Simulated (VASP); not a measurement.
**V: single point with RPBE**

Crystal: V.

```
V
1.0
     2.74034    0.00000    0.00000
    -1.37017    2.37320    0.00000
     0.00000    0.00000    4.89336
V
2
Cartesian
  0.0000 1.5821 1.2233
  1.3702 0.7911 3.6700
```

This cell differs from its parent crystal: volume scaled by 1.12.

```
Program             : VASP 6.6.1
Task                : single point
Functional          : RPBE
Potentials or basis : VASP PAW PBE potentials, release 64 (V_sv)
Cutoff              : 520 eV
k mesh              : 15 × 15 × 8
Occupations         : fermi-dirac, width 0.1 eV
Spin                : no spin polarisation
```

```
Pressure               : -14.4 GPa
Band gap on the k mesh : zero (band 13 reaches 9.40 eV, above the bottom of band 14 at 7.62 eV)
```

Stress tensor (GPa, compression positive):
```
-14.57   0.00   0.00
  0.00 -14.57   0.00
  0.00   0.00 -14.09
```

Levels at points of the mesh, in eV from the Fermi level:
```
           k point  band 11  band 12  band 13  band 14  band 15  band 16
(0.00, 0.00, 0.00)    -0.38    -0.29     0.30     0.30     0.57     0.57
(0.00, 0.00, 0.50)    -0.81    -0.81     0.32     0.32     0.32     0.32
```

Run time: 22 s on 1 thread of Intel(R) Xeon(R) 6975P-C (Granite Rapids), with other jobs on the host, peak memory 0.18 GiB.

Caveat: the PAW data sets were made with another functional, which shifts forces and pressure a little.
